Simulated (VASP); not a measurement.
Runs of VASP 6.6.1 on CaF2 (Fluorite). The structure is that of space group Fm-3m (No. 225), or close to it. The cells are those of the table. 

```tsv
cell	gap on the mesh (eV)	pressure (GPa)
a = 3.896 Å, angles 60.0°, 3 atoms	6.75	-8.0
a = 3.963 Å, angles 60.0°, 3 atoms	(b)	-10.8
a = 3.792 Å, angles 60.0°, 3 atoms	7.23	(a)
a = 3.756 Å, angles 60.0°, 3 atoms	7.41	1.3
a = 3.930 Å, angles 60.0°, 3 atoms	6.61	(c)
```

Alike in all rows: task single point; level LDA; potentials or basis VASP PAW LDA potentials, release 64 (Ca_sv, F); no spin polarisation; k mesh 6 × 6 × 6; cutoff (eV) 600; smearing gaussian 0.01 eV.

Estimate the missing entries.

(a) -1.6; (b) 6.47; (c) -9.5.

A k mesh can miss the band edges.
